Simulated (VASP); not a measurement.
# ScAl: single point with PBEsol

ScAl:

```
Sc Al
1.0
     3.37035    0.00000    0.00000
     0.00000    3.37035    0.00000
     0.00000    0.00000    3.37035
Sc Al
1 1
Direct
  0.50000 0.50000 0.50000
  0.00000 0.00000 0.00000
```

```
Program                : VASP 6.6.1
Task                   : single point
Functional             : PBEsol
Potentials or basis    : VASP PAW PBE potentials, release 64 (Sc_sv, Al)
Cutoff                 : 520 eV
k mesh                 : 12 × 12 × 12
Occupations            : gaussian, width 0.1 eV
Spin                   : no spin polarisation
Dipole correction      : no
Further INCAR settings : ALGO = Normal; EDIFF = 1e-07; NBANDS = 14
```

```yaml
Pressure: -1.7 GPa
Band_gap_on_the_k_mesh: zero (bands 7 and 8 overlap by 1.18 eV)
```

Levels at points of the mesh, in eV from the Fermi level:
| k point | band 4 | band 5 | band 6 | band 7 | band 8 | band 9 | band 10 | band 11 |
| --- | --- | --- | --- | --- | --- | --- | --- | --- |
| (0.00, 0.00, 0.00) | -27.89 | -8.44 | -0.66 | -0.66 | 2.73 | 2.73 | 2.73 | 3.75 |
| (0.50, 0.00, 0.00) | -27.87 | -5.65 | -4.54 | 0.28 | 0.79 | 0.79 | 2.96 | 3.83 |
| (0.50, 0.50, 0.00) | -27.85 | -4.69 | -1.83 | -1.83 | -0.83 | 1.55 | 1.55 | 3.71 |
| (0.50, 0.50, 0.50) | -28.02 | -2.53 | -2.53 | -2.53 | -0.43 | 2.91 | 2.91 | 2.91 |

Wall time 68 s on 1 thread of Intel Xeon 8259CL, with other jobs on the host, peak memory 0.19 GiB.

Caveat: the PAW data sets were made with another functional, which shifts forces and pressure a little.
